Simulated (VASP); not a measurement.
# Al3GaN4 (Pm) in VASP: a series of runs

The runs below take Al3GaN4 through single point, with PBEsol.

All numbers are computed with VASP 6.6.1; they aren't measurements. Logs are shortened: lines on timing, memory, paths and dates and some standing lists are left out, and cuts for length are marked.

**1. The cell of the first run**

The structure is monoclinic, space group Pm (No. 6). Conventional cell: a = 5.043 Å, b = 3.130 Å, c = 11.021 Å, α = 90.00°, β = 100.51°, γ = 90.00°. Within 2.5 Å of Al (site symmetry m) lie 4 N at 1.88 to 1.91 Å. Within 2.5 Å of Al (site symmetry m) lie 4 N at 1.88 to 1.91 Å. Al (site symmetry m) has 2 Ga at 1.88 Å and 4 N at 1.90 to 2.33 Å within 2.5 Å. Al (site symmetry m) has 4 N at 1.90 Å within 2.5 Å. Al (site symmetry m) has 4 N at 1.90 to 1.91 Å within 2.5 Å. Within 2.5 Å of Al (site symmetry m) lie 4 N at 1.90 to 1.91 Å. Ga (site symmetry m) has 2 Al at 1.88 Å and 2 N at 1.94 to 1.96 Å within 2.5 Å. Within 2.6 Å of Ga (site symmetry m) lie 4 N at 1.93 to 1.96 Å.

**2. Single point, PBEsol (the part above a cut slid along it)**

Contents of INCAR:

```
SYSTEM = Al3GaN4
PREC = Accurate ; ENCUT = 520
EDIFF = 1E-7 ; ISMEAR = 0
SIGMA = 0.05 ; LREAL = Auto
LASPH = .True. ; NELM = 100
ALGO = Normal ; ISIF = 2
LWAVE = .False. ; LCHARG = .True.
GGA = PS ; LELF = .True.
LVHAR = .True. ; NBANDS = 56
```

Contents of KPOINTS:

```
regular mesh
0
Gamma
  5 7 2
  0 0 0
```

Contents of POSCAR:

```
Al3GaN4
1.0
   -5.0434079721      0.0000000000     -0.0001149904
    0.0000000000     -3.1300738967      0.0000000000
   -3.0325172977      0.0000000000     10.8359148952
Al Ga N
6 2 8
Direct
    0.0747510884      0.5000000000      0.7083647831
    0.3747510884      0.5000000000      0.2083647831
    0.9738176183      0.5000000000      0.0421027963
    0.6738176183      0.5000000000      0.5421027963
    0.5245841439      1.0000000000      0.7905463175
    0.8245841439      1.0000000000      0.2905463175
   -0.0741019838      1.0000000000      0.9578004507
    0.2258980162      1.0000000000      0.4578004507
    0.3141087501      1.0000000000      0.9578646251
    0.6141087501      1.0000000000      0.4578646251
    0.4525783168      0.5000000000      0.7082789324
    0.7525783168      0.5000000000      0.2082789324
    0.3479988142      0.5000000000      0.0447961772
    0.0479988142      0.5000000000      0.5447961772
   -0.0958960478      1.0000000000      0.7878464176
    0.2041039522      1.0000000000      0.2878464176
```

Potentials or basis: VASP PAW PBE potentials, release 64 (Al, Ga_d, N).

On the command line:

```sh
cat potpaw_PBE.64/Al/POTCAR potpaw_PBE.64/Ga_d/POTCAR potpaw_PBE.64/N/POTCAR > POTCAR
mpirun -np 1 vasp_std > vasp.out
```

OUTCAR:

```text
SYSTEM = Al3GaN4
   PREC = Accurate
   ENCUT = 520
   EDIFF = 1E-7
   ISMEAR = 0
   LREAL = Auto
   LASPH = .True.
   NELM = 100
   ISIF = 2
   GGA = PS

 ion  position               nearest neighbor table
   1  0.075  0.500  0.708-  14 1.88  15 1.89  15 1.89  11 1.91   4 3.10   5 3.10   5 3.10   5 3.10
                             5 3.10   4 3.10   7 3.12   7 3.12   8 3.13   8 3.13
   2  0.375  0.500  0.208-  13 1.88  16 1.89  16 1.89  12 1.91   3 3.10   6 3.10   6 3.10   6 3.10
                             6 3.10   3 3.10   8 3.12   8 3.12
   3  0.974  0.500  0.042-   7 1.88   7 1.88  13 1.90  12 1.90   9 2.33   9 2.33   2 3.10   2 3.10
                             6 3.11   6 3.11
   4  0.674  0.500  0.542-  10 1.90  10 1.90  14 1.90  11 1.90   1 3.10   8 3.10   8 3.10   1 3.10
                             8 3.11   8 3.11   5 3.11   5 3.11   6 3.14   6 3.14
   5  0.525  0.000  0.791-   9 1.90  11 1.90  11 1.90  15 1.91   1 3.10   1 3.10   7 3.10   1 3.10
                             1 3.10   7 3.11   4 3.11   4 3.11
   6  0.825  0.000  0.291-  10 1.90  12 1.90  12 1.90  16 1.91   2 3.10   2 3.10   8 3.10   2 3.10
                             2 3.10   8 3.11   3 3.11   3 3.11   4 3.14   4 3.14
   7  0.926  0.000  0.958-   3 1.88   3 1.88  15 1.94   9 1.96   5 3.10   5 3.11   1 3.12   1 3.12

   8  0.226  0.000  0.458-  14 1.93  14 1.93  16 1.94  10 1.96   6 3.10   4 3.10   4 3.10   4 3.11
                             4 3.11   6 3.11   2 3.12   2 3.12   1 3.13   1 3.13
   9  0.314  0.000  0.958-   5 1.90   7 1.96   3 2.33   3 2.33
  10  0.614  0.000  0.458-   4 1.90   4 1.90   6 1.90   8 1.96
  11  0.453  0.500  0.708-   4 1.90   5 1.90   5 1.90   1 1.91
  12  0.753  0.500  0.208-   3 1.90   6 1.90   6 1.90   2 1.91
  13  0.348  0.500  0.045-   2 1.88   3 1.90
  14  0.048  0.500  0.545-   1 1.88   4 1.90   8 1.93   8 1.93
  15  0.904  0.000  0.788-   1 1.89   1 1.89   5 1.91   7 1.94
  16  0.204  0.000  0.288-   2 1.89   2 1.89   6 1.91   8 1.94

  LATTYP: Found a simple monoclinic cell.
 ALAT       =     5.0434079734
 B/A-ratio  =     0.6206267495
 C/A-ratio  =     2.1852357822
 COS(beta)  =    -0.1824817391

  Lattice vectors:

 A1 = (  -5.0434079721,   0.0000000000,  -0.0001149904)
 A2 = (   0.0000000000,  -3.1300738967,   0.0000000000)
 A3 = (   2.0108906744,   0.0000000000,  10.8360298856)

Analysis of symmetry for initial positions (statically):
=====================================================================
 Subroutine PRICEL returns:
 Original cell was already a primitive cell.

 Routine SETGRP: Setting up the symmetry group for a
 simple monoclinic supercell.

 Subroutine GETGRP returns: Found  2 space group operations
 (whereof  2 operations were pure point group operations)
 out of a pool of  4 trial point group operations.

The static configuration has the point symmetry C_1h.

Analysis of symmetry for dynamics (positions and initial velocities):
=====================================================================
 Subroutine PRICEL returns:
 Original cell was already a primitive cell.

 Routine SETGRP: Setting up the symmetry group for a
 simple monoclinic supercell.

 Subroutine GETGRP returns: Found  2 space group operations
 (whereof  2 operations were pure point group operations)
 out of a pool of  4 trial point group operations.

The dynamic configuration has the point symmetry C_1h.

 Subroutine INISYM returns: Found  2 space group operations
 (whereof  2 operations are pure point group operations),
 and found     1 'primitive' translations

----------------------------------------------------------------------------------------

                                     Primitive cell

  volume of cell :     171.0594

  direct lattice vectors                    reciprocal lattice vectors
    -5.043407972  0.000000000 -0.000114990    -0.198277360  0.000000000 -0.055489502
     0.000000000 -3.130073897  0.000000000     0.000000000 -0.319481275  0.000000000
    -3.032517298  0.000000000 10.835914895    -0.000002104  0.000000000  0.092285112

  length of vectors
     5.043407973  3.130073897 11.252253675     0.205895596  0.319481275  0.092285112

  position of ions in fractional coordinates (direct lattice)
     0.074751088  0.500000000  0.708364783
     0.374751088  0.500000000  0.208364783
     0.973817618  0.500000000  0.042102796
     0.673817618  0.500000000  0.542102796
     0.524584144  0.000000000  0.790546318
     0.824584144  0.000000000  0.290546318
[... 8 lines left out ...]
     0.904103952  0.000000000  0.787846418
     0.204103952  0.000000000  0.287846418

  ion indices of the primitive-cell ions
   primitive index   ion index
                 1           1
                 2           2
                 3           3
                 4           4
                 5           5
                 6           6
[... 8 lines left out ...]
                15          15
                16          16

----------------------------------------------------------------------------------------

 KPOINTS: regular mesh

Automatic generation of k-mesh.
 Grid dimensions read from file:
 generate k-points for:    5    7    2

 Generating k-lattice:

  Cartesian coordinates                     Fractional coordinates (reciprocal lattice)
    -0.039655472  0.000000000 -0.011097900     0.200000000  0.000000000  0.000000000
     0.000000000 -0.045640182  0.000000000     0.000000000  0.142857143  0.000000000
    -0.000001052  0.000000000  0.046142556    -0.000000000  0.000000000  0.500000000

  Length of vectors
     0.041179119  0.045640182  0.046142556

  Shift w.r.t. Gamma in fractional coordinates (k-lattice)
     0.000000000  0.000000000  0.000000000

 Subroutine IBZKPT returns following result:
 ===========================================

 Found     24 irreducible k-points:

 Following reciprocal coordinates:
            Coordinates               Weight
  0.000000  0.000000  0.000000      1.000000
  0.200000  0.000000 -0.000000      2.000000
  0.400000  0.000000 -0.000000      2.000000
  0.000000  0.142857  0.000000      2.000000
  0.200000  0.142857 -0.000000      4.000000
  0.400000  0.142857 -0.000000      4.000000
[... 16 lines left out ...]
  0.200000  0.428571  0.500000      4.000000
  0.400000  0.428571  0.500000      4.000000
   k-points           NKPTS =     24   k-points in BZ     NKDIM =     24   number of bands    NBANDS=     56
   number of dos      NEDOS =    301   number of ions     NIONS =     16
   total plane-waves  NPLWV =  80640
   dimension x,y,z NGX =    40 NGY =   24 NGZ =   84
   dimension x,y,z NGXF=    80 NGYF=   48 NGZF=  168
   ions per type =               6   2   8
   NGX,Y,Z   is equivalent  to a cutoff of  13.19, 12.75, 12.41 a.u.
   NGXF,Y,Z  is equivalent  to a cutoff of  26.37, 25.49, 24.82 a.u.
 SYSTEM =  Al3GaN4
   PREC   = accura    normal or accurate (medium, high low for compatibility)
   ISTART =      0    job   : 0-new  1-cont  2-samecut
   ICHARG =      2    charge: 1-file 2-atom 10-const
   ISPIN  =      1    spin polarized calculation?
   LNONCOLLINEAR =      F non collinear calculations
   LSORBIT =      F    spin-orbit coupling
   LASPH  =      T    aspherical Exc in radial PAW
   ENCUT  =  520.0 eV  38.22 Ry    6.18 a.u.   9.38  5.82 20.92*2*pi/ulx,y,z
   NELM   =    100;   NELMIN=  2; NELMDL= -5     # of ELM steps
   EDIFF  = 0.1E-06   stopping-criterion for ELM
   LREAL  =      T    real-space projection
   EDIFFG = 0.1E-05   stopping-criterion for IOM
   NSW    =      0    number of steps for IOM
   IBRION =     -1    ionic relax: 0-MD 1-quasi-New 2-CG
   NFREE  =      0    steps in history (QN), initial steepest desc. (CG)
   ISIF   =      2    stress and relaxation
   ISYM   =      2    0-nonsym 1-usesym 2-fastsym
   POTIM  = 0.5000    time-step for ionic-motion
   TEBEG  =    0.0;   TEEND  =   0.0 temperature during run
   PSTRESS=    0.0 pullay stress
   NELECT =      84.0000    total number of electrons
   NUPDOWN=      -1.0000    fix difference up-down
   EMIN   =  10.00;   EMAX   =-10.00  energy-range for DOS
   EFERMI =   0.00;   METHOD = LEGACY
   ISMEAR =     0;   SIGMA  =   0.05  broadening in eV -4-tet -1-fermi 0-gaus
   EFERMI_NEDOS =   21; number of points for ismear=-14 and -15
   IALGO  =     38    algorithm
   IMIX   =      4    mixing-type and parameters
     AMIX     =   0.40;   BMIX     =  1.00
     AMIX_MAG =   1.60;   BMIX_MAG =  1.00
  volume/ion in A,a.u.               =      10.69        72.15
  Fermi-wavevector in a.u.,A,eV,Ry     =   1.291573  2.440719 22.696701  1.668160
  Thomas-Fermi vector in A             =   2.423334
   LORBIT       =      0    0 simple, 1 ext, 2 COOP (PROOUT), +10 PAW based schemes
   GGA     = PS    functional components
   LHFCALC =     F    Hartree Fock is set to
   AEXX    =    0.0000 exact exchange contribution
   IVDW    =     0    specifies the selected vdW correction
   LEPSILON=     F    determine dielectric tensor
   LRPA    =     F    only Hartree local field effects (RPA)
 non-spin polarized calculation
 Gauss-broadening in eV      SIGMA  =   0.05
  energy-cutoff  :      520.00
  volume of cell :      171.06
 maximum number of plane-waves:      4634
 NGX is ok and might be reduce to    40
   NGX = 19   NGY = 11   NGZ = 41

 number of electron      83.9999983 magnetization

 Free energy of the ion-electron system (eV)
  ---------------------------------------------------
  ext. energy  EPLUGINS =         0.00000000
  ---------------------------------------------------
  free energy    TOTEN  =      -107.24124582 eV

  energy without entropy =     -107.24124582  energy(sigma->0) =     -107.24124582

 E-fermi :   7.4664     XC(G=0): -11.3291

 val. band max:        7.1978499704   @ k =   0.2000   0.2857  -0.0000
 cond. band min:       8.1771727275   @ k =   0.4000   0.1429   0.5000
 fundamental gap:      0.9793227571
 Fermi energy:         7.4663972153

 k-point     1 :       0.0000    0.0000    0.0000
  band No.  band energies     occupation
      1     -10.6446      2.00000
      2      -9.3728      2.00000
      3      -8.8653      2.00000
      4      -8.5029      2.00000
      5      -8.3079      2.00000
      6      -8.2205      2.00000
[... 46 lines left out ...]
     53      13.2769      0.00000
     54      13.9934      0.00000
[... 1309 lines left out ...]
     53      13.5723      0.00000
     54      14.0783      0.00000
 [bands above 54 left out]

------------------------ aborting loop because EDIFF is reached ----------------------------------------

  FORCE on cell =-STRESS in cart. coord.  units (eV):
  Direction    XX          YY          ZZ          XY          YZ          ZX
  --------------------------------------------------------------------------------------
  -------------------------------------------------------------------------------------
  Total        7.2308962     27.1930880     11.5507990      0.0000000      0.0000000     -4.1522247
  in kB       67.7260365    254.6959636    108.1871199      0.0000000      0.0000000    -38.8905763
  external PRESSURE =     143.5363733 kB  Pullay stress =       0.0000000 kB

 VOLUME and BASIS-vectors are now :
 -----------------------------------------------------------------------------
  energy-cutoff  :      520.00
  volume of cell :      171.06
      direct lattice vectors                 reciprocal lattice vectors
    -5.043407972  0.000000000 -0.000114990    -0.198277360  0.000000000 -0.055489502
     0.000000000 -3.130073897  0.000000000     0.000000000 -0.319481275  0.000000000
    -3.032517298  0.000000000 10.835914895    -0.000002104  0.000000000  0.092285112

 POSITION                                       TOTAL-FORCE (eV/Angst)
 -----------------------------------------------------------------------------------
     -2.52513     -1.56504      7.67577         0.150284      0.000000      0.243805
     -2.52189     -1.56504      2.25778        -0.712341      0.000000      0.266407
     -5.03904     -1.56504      0.45611        -5.176071      0.000000     11.906197
     -5.04227     -1.56504      5.87410        -0.040385      0.000000     -0.123403
     -5.04304      0.00000      8.56623        -0.816156      0.000000     -0.382636
     -5.03980      0.00000      3.14824         0.186870      0.000000     -0.153460
[... 8 lines left out ...]
     -6.94892      0.00000      8.53693         0.108757      0.000000     -0.601253
     -1.90228      0.00000      3.11906         0.048302      0.000000     -0.307074
 -----------------------------------------------------------------------------------
    total drift:                               -0.015772     -0.000000      0.002070

  FREE ENERGIE OF THE ION-ELECTRON SYSTEM (eV)
  ---------------------------------------------------
  free  energy   TOTEN  =      -107.2412458151 eV

  energy  without entropy=     -107.2412458151  energy(sigma->0) =     -107.24124582
```

Wall time 10 min (1 thread of AMD EPYC 7R43 (Zen 3), shared host); peak memory 0.3 GiB.

Results:

```
Free energy            : -107.2412 eV
Pressure               : 14.4 GPa
Largest force          : 13.626 eV/Å
Band gap on the k mesh : 0.98 eV (least direct gap 1.14 eV)
```

Forces on the atoms (eV/Å):
```
Al    0.150   0.000   0.244
Al   -0.712   0.000   0.266
Al   -5.176   0.000  11.906
Al   -0.040   0.000  -0.123
Al   -0.816   0.000  -0.383
Al    0.187   0.000  -0.153
Ga    7.315   0.000 -11.496
Ga   -0.076   0.000   0.048
N    -2.138   0.000   1.751
N     0.005   0.000   0.196
N     0.035   0.000   0.324
N    -0.003   0.000   0.994
N     1.126   0.000  -2.556
N    -0.013   0.000  -0.109
N     0.109   0.000  -0.601
N     0.048   0.000  -0.307
```

Levels at points of the mesh, in eV from the valence-band top:
| k point | band 39 | band 40 | band 41 | band 42 | band 43 | band 44 | band 45 | band 46 |
| --- | --- | --- | --- | --- | --- | --- | --- | --- |
| (0.00, 0.00, 0.00) | -1.58 | -1.54 | -1.23 | -0.45 | 1.89 | 2.83 | 3.19 | 4.20 |
| (0.00, 0.00, 0.50) | -1.58 | -1.55 | -1.49 | -0.37 | 1.89 | 2.50 | 3.69 | 4.20 |

Caveat: the cell differs from its parent crystal (the part above a cut slid along it); the stress differs along the axes, from 7 to 25 GPa; the PAW data sets were made with another functional, which shifts forces and pressure a little. A k mesh can miss the band edges.

**3. Single point, PBEsol (the part above a cut slid along it)**

Contents of INCAR:

```
PREC = Accurate
ENCUT = 520
EDIFF = 1E-6
ISMEAR = 0
SIGMA = 0.05
LREAL = Auto
LASPH = T
NELM = 60
ALGO = Normal
ISIF = 2
LWAVE = F
LCHARG = T
GGA = PS
LELF = T
LVHAR = T
NBANDS = 56
```

Contents of KPOINTS:

```
Automatic mesh
0
Gamma
  5 7 2
```

Contents of POSCAR:

```
Al3GaN4
1.0
   -5.0434079721      0.0000000000     -0.0001149904
    0.0000000000     -3.1300738967      0.0000000000
   -4.0411988921      0.0000000000     10.8358918971
Al Ga N
6 2 8
Direct
   -0.0669218682      0.5000000000      0.7083647831
    0.3330781318      0.5000000000      0.2083647831
    0.9653970591      0.5000000000      0.0421027963
    0.5653970591      0.5000000000      0.5421027963
    0.3664748804      1.0000000000      0.7905463175
    0.7664748804      1.0000000000      0.2905463175
   -0.2656620740      1.0000000000      0.9578004507
    0.1343379260      1.0000000000      0.4578004507
    0.1225358251      1.0000000000      0.9578646251
    0.5225358251      1.0000000000      0.4578646251
    0.3109225303      0.5000000000      0.7082789324
    0.7109225303      0.5000000000      0.2082789324
    0.3390395787      0.5000000000      0.0447961772
   -0.0609604213      0.5000000000      0.5447961772
   -0.2534653313      1.0000000000      0.7878464176
    0.1465346687      1.0000000000      0.2878464176
```

Potentials or basis: VASP PAW PBE potentials, release 64 (Al, Ga_d, N).

On the command line:

```sh
cat potpaw_PBE.64/Al/POTCAR potpaw_PBE.64/Ga_d/POTCAR potpaw_PBE.64/N/POTCAR > POTCAR
mpirun -np 1 vasp_std > vasp.out
```

Wall time 11 min (1 thread of AMD EPYC 7R43 (Zen 3), shared host); peak memory 0.31 GiB.

The run converged. Its results:

- Free energy: -114.1430 eV
- Pressure: 3.5 GPa
- Largest force: 6.347 eV/Å
- Band gap on the k mesh: 0.13 eV (least direct gap 0.13 eV)

Forces in eV/Å, atoms in the order of the input:
```
Al   0.064  0.000 -0.009
Al   0.275  0.000 -0.780
Al  -4.366  0.000  1.873
Al  -0.074  0.000 -0.052
Al  -0.330  0.000 -0.212
Al  -0.351  0.000  0.060
Ga   6.205  0.000 -1.334
Ga   0.118  0.000 -0.111
N    3.335  0.000  0.060
N    0.034  0.000 -0.023
N   -0.013  0.000  0.130
N   -0.208  0.000 -0.170
N   -4.879  0.000  0.047
N   -0.019  0.000  0.114
N    0.207  0.000 -0.076
N    0.000  0.000  0.484
```

Stress tensor (GPa, compression positive):
```
 1.82  0.00 -8.29
 0.00  7.79  0.00
-8.29  0.00  0.84
```

Levels at points of the mesh, in eV from the valence-band top:
```csv
k point,band 40,band 41,band 42,band 43,band 44,band 45
"(0.00, 0.00, 0.00)",-2.06,-1.31,0.00,0.13,2.43,3.18
"(0.00, 0.00, 0.50)",-2.09,-1.53,0.00,0.35,2.27,3.52
```

Caveat: the cell differs from its parent crystal (the part above a cut slid along it); the stress differs along the axes, from 1 to 8 GPa; semilocal functionals underestimate gaps, and a narrow one can read as zero; the PAW data sets were made with another functional, which shifts forces and pressure a little.
